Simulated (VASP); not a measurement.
Runs of VASP 6.6.1 on Si. The structure is that of space group P6/mmm (No. 191), or close to it. The cells are those of the table. 

| task | cell | k mesh | cutoff (eV) | gap on the mesh (eV) | pressure (GPa) | relaxed volume (Å³/atom) |
| --- | --- | --- | --- | --- | --- | --- |
| relaxation of cell and atoms | relaxed from a = 2.582, b = 2.582, c = 2.627 Å, angles 90.0, 90.0, 120.0°, 1 atom | 9 × 9 × 6 | 600 | none | 0.0 | (a) |
| single point | a = 2.648, b = 2.648, c = 2.487 Å, angles 90.0, 90.0, 120.0°, 1 atom | 24 × 24 × 22 | 520 | none | -0.1 | - |
| relaxation of cell and atoms | relaxed from a = 2.661, b = 2.661, c = 2.449 Å, angles 90.0, 90.0, 120.0°, 1 atom | 24 × 24 × 22 | 600 | none | 0.0 | 15.10 |
| single point | a = 2.661, b = 2.661, c = 2.449 Å, angles 90.0, 90.0, 120.0°, 1 atom | 9 × 9 × 6 | 520 | none | 0.0 | - |

Alike in all rows: level PBE; potentials or basis VASP PAW PBE potentials, release 64 (Si); no spin polarisation; smearing gaussian 0.1 eV.

**Question.** Fill in the values left out.

**Answer.** (a) 15.02.

Caveats: some runs use coarse meshes.

A gap of «none» marks levels without a gap at the run's occupations.
